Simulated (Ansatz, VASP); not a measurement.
**Two plane-wave programs on MgO**

```xyz
4
Lattice="3.3078 0.0000 0.0000 -1.6539 2.8646 0.0000 0.0000 0.0000 4.9829" Properties=species:S:1:pos:R:3 pbc="T T T"
Mg    0.0000    1.9098    0.0108
Mg    1.6539    0.9549    2.5022
O     0.0000    1.9098    2.0053
O     1.6539    0.9549    4.4968
```

Alike in both runs: task single point; functional LDA; k mesh 7 × 7 × 4; no spin polarisation.

```csv
,VASP,Ansatz
version,VASP 6.6.1,Ansatz 0.2.0
potentials or method,"VASP PAW LDA potentials, release 64 (Mg_sv, O), cutoff 750 eV","plane waves, PAW"
occupations,"gaussian, width 0.01 eV",fixed
valence electrons in the cell,32,32
```

```csv
,VASP,Ansatz,Ansatz less VASP
pressure (GPa),-4.3,-4.3,+0.02
"traceless stress, the component that is largest in VASP (GPa)",0.22,0.32,+0.103
```

LDA's correlation is that of Perdew and Zunger in VASP and of Perdew and Wang (1992) in Ansatz. Ansatz's warnings: stress scf threshold loose.
